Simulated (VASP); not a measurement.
**SiHg2: relaxation of cell and atoms with PBE**

The system is SiHg2.

```
Si Hg
1.0
     0.00000    3.29981    3.29981
     3.29981    0.00000    3.29981
     3.29981    3.29981    0.00000
Si Hg
1 2
Cartesian
  0.0000 0.0000 0.0000
  1.6499 1.6499 1.6499
  4.9497 4.9497 4.9497
```

* Program: VASP 6.6.1
* Task: relaxation of cell and atoms
* Functional: PBE
* Potentials or basis: VASP PAW PBE potentials, release 64 (Si, Hg)
* Cutoff: 600 eV
* k mesh: 12 × 12 × 12
* Occupations: gaussian, width 0.1 eV
* Spin: no spin polarisation
* Dipole correction: no
* Further INCAR settings: ALGO = Fast; EDIFF = 1e-06; IBRION = 2; EDIFFG = -0.01; NSW = 100; ISIF = 3

- Relaxed volume: 23.83 Å³/atom
- Relaxed cell: a = 4.658 Å, b = 4.658 Å, c = 4.658 Å, α = 60.00°, β = 60.00°, γ = 60.00°
- Space group after relaxing (to 0.1 Å): Fm-3m (No. 225)
- Energy gained by relaxing: 0.1 meV/atom
- Ionic steps: 2
- Pressure after relaxing: 0.0 GPa
- Band gap on the k mesh: zero (bands 14 and 15 overlap by 3.15 eV)

Step by step:
```
step  energy change (eV)  largest force (eV/Å)  pressure (GPa)  volume (Å³)
   1              0.0000                0.0000           -0.25        71.86
   2             -0.0003                0.0000            0.01        71.48
```

Final structure:
```yaml
crystal:
  lattice:
    - [0.00000, 3.29393, 3.29393]
    - [3.29393, 0.00000, 3.29393]
    - [3.29393, 3.29393, 0.00000]
  atoms:
    - { symbol: Si, position: [0.00000, 0.00000, 0.00000] }
    - { symbol: Hg, position: [0.25000, 0.25000, 0.25000] }
    - { symbol: Hg, position: [0.75000, 0.75000, 0.75000] }
```

Levels at points of the mesh, in eV from the Fermi level:
```tsv
k point	band 11	band 12	band 13	band 14	band 15	band 16	band 17	band 18
(0.00, 0.00, 0.00)	-6.15	-0.55	1.11	1.22	1.22	1.22	2.02	2.02
(0.50, 0.00, 0.00)	-6.31	-6.17	-1.29	0.06	0.06	3.30	3.30	4.14
(0.50, 0.50, 0.00)	-5.98	-4.84	-2.18	-2.18	-1.93	1.68	5.88	8.10
```

Run time: 4.6 min on 1 thread of Intel(R) Xeon(R) Platinum 8488C (Sapphire Rapids), with other jobs on the host, peak memory 0.31 GiB.

Caveat: spin-orbit coupling is left out, which moves the levels of the heavy elements.
